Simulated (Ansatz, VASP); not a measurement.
**One calculation of Na, two programs**

```
CELL_PARAMETERS angstrom
2.74648 0.00000 0.00000
-1.37324 2.37852 0.00000
0.00000 0.00000 4.46055
ATOMIC_POSITIONS crystal
Na 0.33333 0.66667 0.25000
Na 0.66667 0.33333 0.75000
```

Change from the starting cell: volume scaled by 0.4, crystal datasets.

Alike in both runs: task single point; functional PBEsol; k mesh 12 × 12 × 7; occupations fermi-dirac, width 0.08 eV; no spin polarisation.

```csv
,VASP,Ansatz
version,VASP 6.6.1,Ansatz 0.2.0
potentials or method,"VASP PAW PBE potentials, release 64 (Na_pv), cutoff 520 eV","all-electron PAW with datasets made for the crystal, scalar-relativistic"
```

```csv
,VASP,Ansatz,Ansatz less VASP
pressure (GPa),40.1,39.9,-0.22
"traceless stress, the component that is largest in VASP (GPa)",-0.10,-0.10,+0.001
```

VASP's potentials were made for PBE, not for PBEsol. Both programs put the cell under a high pressure, so it lies far from rest at this level. Ansatz ran all-electron here, and VASP with PAW potentials.
